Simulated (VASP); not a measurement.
Set up this calculation in VASP 6.6.1, as the native input.

```yaml
Task: single point
Functional: PBE
Dispersion: D3(BJ)
Potentials_or_basis: VASP PAW PBE potentials, release 64 (As)
Cutoff: 520 eV
k_mesh: 9 × 9 × 1
Occupations: gaussian, width 0.05 eV
Spin: no spin polarisation
Dipole_correction: yes
Further_INCAR_settings: ALGO = Normal; EDIFF = 1e-06; NBANDS = 18
```

The structure of As lies in POSCAR:

```
As
1.0
    3.5716242768      0.0000000000      0.0000000000
   -1.7858121384      3.0931173565      0.0000000000
    0.0000000000      0.0000000000     20.2951239260
As
4
Direct
    0.3333333333      0.6666666667      0.2217281361
    0.6666666667      0.3333333333      0.2905900937
    1.3333333333      0.6666666667      0.4517125392
    1.6666666667      0.3333333333      0.5205744968
```

This cell differs from its parent crystal: layers slid over each other.

These files were run (other wordings do the same):

INCAR

```
ALGO = Normal
DIPOL = 0.5 0.5 0.371
EDIFF = 1E-6
ENCUT = 520
GGA = PE
IDIPOL = 3
ISIF = 2
ISMEAR = 0
IVDW = 12
LASPH = True
LCHARG = False
LDIPOL = True
LREAL = False
LWAVE = False
NBANDS = 18
NELM = 80
PREC = Accurate
SIGMA = 0.05
```

KPOINTS

```
k-points
0
Gamma
  9 9 1
```

Potentials or basis: VASP PAW PBE potentials, release 64 (As).

Command:

```sh
$ cat potpaw_PBE.64/As/POTCAR > POTCAR
$ mpirun -np 1 vasp_std > vasp.out
```

It gave:

```yaml
Largest_force: 0.146 eV/Å
Band_gap_on_the_k_mesh: 0.98 eV (least direct gap 1.69 eV)
Dispersion_energy_per_atom: -0.273 eV
```

Caveat: the cell differs from its parent crystal (layers slid over each other).

Run time: 35 s on 1 thread of Intel(R) Xeon(R) 6975P-C (Granite Rapids), with other jobs on the host, peak memory 0.33 GiB.
